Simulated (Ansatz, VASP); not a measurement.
# One calculation of AlRu, two programs

INCAR

```
SYSTEM = AlRu
ALGO = Fast
EDIFF = 1E-7
ENCUT = 520
GGA = PS
ISIF = 2
ISMEAR = 0
LASPH = .TRUE.
LCHARG = .FALSE.
LREAL = .FALSE.
LWAVE = .FALSE.
NBANDS = 25
NELM = 100
PREC = Accurate
SIGMA = 0.15
```

The input KPOINTS:

```
k-points
0
G
  18 18 18
  0 0 0
```

POSCAR

```
AlRu
1.0
   -2.9764078218      0.0000000000     -2.9764078218
    0.0000000000     -2.9764078218     -2.9764078218
   -2.9764078218     -2.9764078218      0.0000000000
Al Ru
2 2
Direct
    0.0000000000      0.0000000000      0.0000000000
    0.5000000000      0.5000000000      0.5000000000
    0.2374009201      0.2625990799      0.2374009201
    0.7625990799      0.7374009201      0.7625990799
```

Input for Ansatz:

```yaml
crystal:
  lattice:
    - [-2.9764078218, 0.0, -2.9764078218]
    - [0.0, -2.9764078218, -2.9764078218]
    - [-2.9764078218, -2.9764078218, 0.0]
  atoms:
    - { symbol: Al, position: [0.0, 0.0, 0.0] }
    - { symbol: Al, position: [0.5, 0.5, 0.5] }
    - { symbol: Ru, position: [0.2374009201, 0.2625990799, 0.2374009201] }
    - { symbol: Ru, position: [0.7625990799, 0.7374009201, 0.7625990799] }
basis:
  ecutwfc: 420
kpoints:
  mp_grid: { grid: [18, 18, 18] }
hamiltonian:
  xc: pbesol
scf:
  occupations: { method: gaussian, width: 0.15 }
output:
  forces: true
  stress: true
  eigenvalues: true
  write_density: true
  write_potential: true
  elf: true
  volumetric_format: npy
```

Change from the starting cell: mode 4 (187.9 1/cm) frozen in, largest displacement +0.075 Å.

Alike in both runs: task single point; functional PBEsol; k mesh 18 × 18 × 18; occupations gaussian, width 0.15 eV; no spin polarisation.

|  | VASP | Ansatz |
| --- | --- | --- |
| version | VASP 6.6.1 | Ansatz 0.2.0 |
| potentials or method | VASP PAW PBE potentials, release 64 (Al, Ru_pv), cutoff 520 eV | scalar-relativistic, plane waves, PAW |
| valence electrons in the cell | 34 | 38 |

|  | VASP | Ansatz | Ansatz less VASP |
| --- | --- | --- | --- |
| gap on the k mesh at the Fermi level (eV) | none | none | - |
| pressure (GPa) | 1.0 | 0.9 | -0.10 |
| traceless stress, the component that is largest in VASP (GPa) | 0.42 | 0.42 | +0.003 |
| rms of the force components (eV/Å) | 0.407 | 0.405 | -0.0024 |

VASP's potentials were made for PBE, not for PBEsol. Atom by atom the forces differ by 0.002 eV/Å (rms over components). A gap of «none» marks a metal or a gap that the smearing closes. VASP's potentials hold 34 valence electrons a cell and Ansatz's 38, so a difference there can come from the potentials and not from the codes.
